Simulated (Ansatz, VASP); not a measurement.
# HC20: VASP beside Ansatz

```
C H
1.0
     4.92920    0.00000    0.00000
     0.00000    6.80541    0.00000
     0.00000    0.00000   22.23466
C H
20 1
Direct
  0.31229 0.25001 0.17990
  0.81229 0.25001 0.17990
  0.06226 0.25001 0.21191
  0.56226 0.25001 0.21191
  0.18720 0.74999 0.22791
  0.68720 0.74999 0.22791
  0.43717 0.74999 0.25992
  0.93717 0.74999 0.25992
  0.06211 0.25001 0.27592
  0.56211 0.25001 0.27592
  0.31204 0.25001 0.30710
  0.81204 0.25001 0.30710
  0.43711 0.74999 0.33093
  0.93711 0.74999 0.33093
  0.18666 0.74999 0.35655
  0.68666 0.74999 0.35655
  0.31195 0.25001 0.37405
  0.81195 0.25001 0.37405
  0.06217 0.25002 0.40183
  0.56217 0.25002 0.40183
  0.06217 0.75002 0.55025
```

Alike in both runs: task single point; functional PBE; dispersion D3(BJ); k mesh 6 × 4 × 1; occupations gaussian, width 0.1 eV; no spin polarisation.

|  | VASP | Ansatz |
| --- | --- | --- |
| version | VASP 6.6.1 | Ansatz 0.2.0 |
| potentials or method | VASP PAW PBE potentials, release 64 (C, H), cutoff 520 eV | scalar-relativistic, plane waves, PAW |
| valence electrons in the cell | 81 | 81 |

Ansatz gave:

| Quantity | Value |
| --- | --- |
| gap on the k mesh at the Fermi level (eV) | none |
| rms of the force components (eV/Å) | 1.101 |
| work function, face that differs most (eV) | 6.77 |

Q: What did VASP give for the same quantities?

A: gap on the k mesh at the Fermi level (eV): none; rms of the force components (eV/Å): 1.093; work function, face that differs most (eV): 6.77.

Atom by atom the forces differ by 0.012 eV/Å (rms over components). A gap of «none» marks a metal or a gap that the smearing closes. Ansatz's warnings: vacuum below fermi.
